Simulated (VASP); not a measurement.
# Be (P6_3/mmc) in VASP: a series of runs, part 2 of 2

VASP 6.6.1. Earlier steps stand in the parts before.

### 5 Vibrations by perturbation theory, PBEsol (7.99 Å³/atom)

This run uses another cell than the first one, of 7.99 Å³/atom.

INCAR

```
SYSTEM = Be
ALGO = Normal
EDIFF = 1E-8
ENCUT = 520
GGA = PS
IBRION = 8
ISIF = 2
ISMEAR = -1
LASPH = .True.
LCHARG = .False.
LREAL = .False.
LWAVE = .False.
NELM = 100
NSW = 1
PREC = Accurate
SIGMA = 0.15
```

KPOINTS

```
k-points
0
Gamma
  21 21 12
  0 0 0
```

POSCAR

```
Be
1.0
    2.2716968526      0.0000000000      0.0000000000
   -1.1358484263      1.9673471841      0.0000000000
    0.0000000000      0.0000000000      3.5776919378
Be
2
Direct
    0.3333333333      0.6666666667      0.2500000000
    0.6666666667      0.3333333333      0.7500000000
```

Potentials or basis: VASP PAW PBE potentials, release 64 (Be).

Launch:

```bash
> cat potpaw_PBE.64/Be/POTCAR > POTCAR
> mpirun -np 1 vasp_std > vasp.out
```

OUTCAR:

```text
SYSTEM = Be
   EDIFF = 1E-8
   ENCUT = 520
   GGA = PS
   IBRION = 8
   ISIF = 2
   ISMEAR = -1
   LASPH = .True.
   LREAL = .False.
   NELM = 100
   NSW = 1
   PREC = Accurate

 ion  position               nearest neighbor table
   1  0.333  0.667  0.250-   2 2.22   2 2.22   2 2.22   2 2.22   2 2.22   2 2.22
   2  0.667  0.333  0.750-   1 2.22   1 2.22   1 2.22   1 2.22   1 2.22   1 2.22

  LATTYP: Found a hexagonal cell.
 ALAT       =     2.2716968526
 C/A-ratio  =     1.5748984878

  Lattice vectors:

 A1 = (   2.2716968526,   0.0000000000,   0.0000000000)
 A2 = (  -1.1358484263,   1.9673471841,   0.0000000000)
 A3 = (   0.0000000000,   0.0000000000,   3.5776919378)

Analysis of symmetry for initial positions (statically):
=====================================================================
 Subroutine PRICEL returns:
 Original cell was already a primitive cell.

 Routine SETGRP: Setting up the symmetry group for a
 hexagonal supercell.

 Subroutine GETGRP returns: Found 24 space group operations
 (whereof 12 operations were pure point group operations)
 out of a pool of 24 trial point group operations.

The static configuration has the point symmetry D_3d.
 The point group associated with its full space group is D_6h.

Analysis of symmetry for dynamics (positions and initial velocities):
=====================================================================
 Subroutine PRICEL returns:
 Original cell was already a primitive cell.

 Routine SETGRP: Setting up the symmetry group for a
 hexagonal supercell.

 Subroutine GETGRP returns: Found 24 space group operations
 (whereof 12 operations were pure point group operations)
 out of a pool of 24 trial point group operations.

The dynamic configuration has the point symmetry D_3d.
 The point group associated with its full space group is D_6h.

 Subroutine INISYM returns: Found 24 space group operations
 (whereof 12 operations are pure point group operations),
 and found     1 'primitive' translations

----------------------------------------------------------------------------------------

                                     Primitive cell

  volume of cell :      15.9895

  direct lattice vectors                    reciprocal lattice vectors
     2.271696853  0.000000000  0.000000000     0.440199580  0.254149346  0.000000000
    -1.135848426  1.967347184  0.000000000     0.000000000  0.508298692  0.000000000
     0.000000000  0.000000000  3.577691938     0.000000000  0.000000000  0.279509812

  length of vectors
     2.271696853  2.271696853  3.577691938     0.508298692  0.508298692  0.279509812

  position of ions in fractional coordinates (direct lattice)
     0.333333333  0.666666667  0.250000000
     0.666666667  0.333333333  0.750000000

[... 131 lines left out ...]
 Fermi energy:         6.9704905446

 k-point     1 :       0.0000    0.0000    0.0000
  band No.  band energies     occupation
      1      -4.3579      2.00000
      2       2.5036      2.00000
      3       8.0104      0.00195
      4      22.7834      0.00000
      5      22.7834      0.00000
      6      25.6059      0.00000
[... 199 lines left out ...]
 k-point    24 :       0.1905    0.0952    0.0000
  band No.  band energies     occupation
      1      -2.5406      2.00000
      2       4.8665      2.00000
      3       8.3212      0.00025
      4      15.0581      0.00000
      5      17.3185      0.00000
      6      23.0754      0.00000

 [... further k-points ...]
[... 5 lines left out ...]
  --------------------------------------------------------------------------------------
  -------------------------------------------------------------------------------------
  Total       -0.2027212     -0.2027212     -0.1953991      0.0000000     -0.0000000      0.0000000
  in kB      -20.3130653    -20.3130653    -19.5793713      0.0000000     -0.0000000      0.0000000
  external PRESSURE =     -20.0685006 kB  Pullay stress =       0.0000000 kB

 VOLUME and BASIS-vectors are now :
 -----------------------------------------------------------------------------
  energy-cutoff  :      520.00
  volume of cell :       15.99
      direct lattice vectors                 reciprocal lattice vectors
     2.271696853  0.000000000  0.000000000     0.440199580  0.254149346  0.000000000
    -1.135848426  1.967347184  0.000000000     0.000000000  0.508298692  0.000000000
     0.000000000  0.000000000  3.577691938     0.000000000  0.000000000  0.279509812

 POSITION                                       TOTAL-FORCE (eV/Angst)
 -----------------------------------------------------------------------------------
     -0.00000      1.31156      0.89442        -0.000000      0.000000      0.000000
      1.13585      0.65578      2.68327         0.000000     -0.000000      0.000000
 -----------------------------------------------------------------------------------
    total drift:                                0.000000     -0.000000      0.000000

  FREE ENERGIE OF THE ION-ELECTRON SYSTEM (eV)
  ---------------------------------------------------
  free  energy   TOTEN  =        -7.9981385790 eV

  energy  without entropy=       -7.9855187314  energy(sigma->0) =       -7.99182866

[... ionic steps 2 to 3 ...]

--------------------------------------- Ionic step        4  -------------------------------------------

------------------------ aborting loop because EDIFF is reached ----------------------------------------

[... ionic steps 5 to 5 ...]

--------------------------------------- Ionic step        6  -------------------------------------------

 Free energy of the ion-electron system (eV)
  ---------------------------------------------------
  ---------------------------------------------------
  free energy    TOTEN  =        -0.01467264 eV

  energy without entropy =       -0.01467264

------------------------ aborting loop because EDIFF is reached ----------------------------------------

 INTERNAL STRAIN TENSOR  FOR ION    1  DIRECTION 3   (eV/Angst):
 -----------------------------------------------------------------------------
     0.00469  0.00000  0.00000
     0.00000  0.00469 -0.00000
     0.00000  0.00000 -0.00942

 INTERNAL STRAIN TENSOR FOR ION    2 for displacements in x,y,z  (eV/Angst):
          X           Y           Z          XY          YZ          ZX
  --------------------------------------------------------------------------------
  x     0.00000     0.00000     0.00000     2.54537     0.00000     0.00000
  y     2.54537    -2.54537    -0.00000     0.00000     0.00000     0.00000
  z     0.00000    -0.00000    -0.00000     0.00000     0.00000     0.00000

 SECOND DERIVATIVES (NOT SYMMETRIZED)
 ------------------------------------
               1X          1Y          1Z          2X          2Y          2Z
  1X    -3.511178    0.000000    0.000000    3.511178    0.000000    0.000000
  1Y     0.000000   -3.511178    0.000000    0.000000    3.511178    0.000000
  1Z     0.000000    0.000000   -7.815698   -0.000000   -0.000000    7.815698
  2X     3.511178    0.000000    0.000000   -3.511178    0.000000    0.000000
  2Y     0.000000    3.511178    0.000000    0.000000   -3.511178    0.000000
  2Z    -0.000000   -0.000000    7.815698    0.000000    0.000000   -7.815698

 Eigenvectors and eigenvalues of the dynamical matrix
 ----------------------------------------------------

   1 f  =   20.588036 THz   129.358446 2PiTHz  686.742963 cm-1    85.145237 meV
             X         Y         Z           dx          dy          dz
     -0.000000  1.311565  0.894423    -0.000000   -0.000000    0.707107
      1.135848  0.655782  2.683269     0.000000   -0.000000   -0.707107
[... 16 lines left out ...]
   5 f  =    0.000000 THz     0.000001 2PiTHz    0.000005 cm-1     0.000001 meV
             X         Y         Z           dx          dy          dz
     -0.000000  1.311565  0.894423     0.311446   -0.615543    0.155269
      1.135848  0.655782  2.683269     0.311446   -0.615543    0.155269

   6 f/i=    0.000000 THz     0.000001 2PiTHz    0.000008 cm-1     0.000001 meV
             X         Y         Z           dx          dy          dz
     -0.000000  1.311565  0.894423     0.002617   -0.171703   -0.685938
      1.135848  0.655782  2.683269     0.002617   -0.171703   -0.685938

--------------------------------------------------------------------------------------------------------

 ELASTIC MODULI CONTR FROM IONIC RELAXATION (kBar)
 Direction    XX          YY          ZZ          XY          YZ          ZX
 --------------------------------------------------------------------------------
 XX        -184.8945    184.8945      0.0000      0.0000     -0.0000      0.0000
 YY         184.8945   -184.8945     -0.0000     -0.0000      0.0000      0.0000
 ZZ           0.0000     -0.0000     -0.0000     -0.0000      0.0000      0.0000
 XY           0.0000     -0.0000     -0.0000   -184.8945      0.0000      0.0000
 YZ          -0.0000      0.0000      0.0000      0.0000     -0.0000      0.0000
 ZX           0.0000      0.0000      0.0000      0.0000      0.0000      0.0000
 --------------------------------------------------------------------------------
```

stdout:

```text
POSCAR found type information on POSCAR Be
 POSCAR found :  1 types and       2 ions
 scaLAPACK will be used
 -----------------------------------------------------------------------------
|                                                                             |
|                                                                             |
|     You enforced a specific xc type in the INCAR file but a different       |
|     I HOPE YOU KNOW WHAT YOU ARE DOING!                                     |
|                                                                             |
 -----------------------------------------------------------------------------

 LDA part: xc-table for (Slater+PW92), standard interpolation
 POSCAR, INCAR and KPOINTS ok, starting setup
 FFT: planning ... GRIDC
 FFT: planning ... GRID_SOFT
 FFT: planning ... GRID
 WAVECAR not read
 entering main loop
 Linear response reoptimize wavefunctions to high precision
 Linear response DOF=           2
 Linear response progress:
 first order change of Fermi-energy   0.19162E-05
 force on displaced ion       1 direction 1 :  -3.511   0.000   0.000
 Linear response progress:
 first order change of Fermi-energy   0.68413E-05
 force on displaced ion       1 direction 3 :  -0.000   0.000  -7.816
 Linear response finished
```

It took 2.2 min on 1 thread of Oxide Virtual Turin-like, shared host; peak memory 0.36 GiB.

Results:

* Highest phonon frequency at Γ: 687 cm⁻¹

Phonon frequencies in cm⁻¹ (negative: imaginary):
```tsv
q point	frequencies
(0.000, 0.000, 0.000)	0 0 0 460 460 687
```

Caveat: the cell stands under pressure or tension, which shifts response properties; the PAW data sets were made with another functional, which shifts forces and pressure a little.
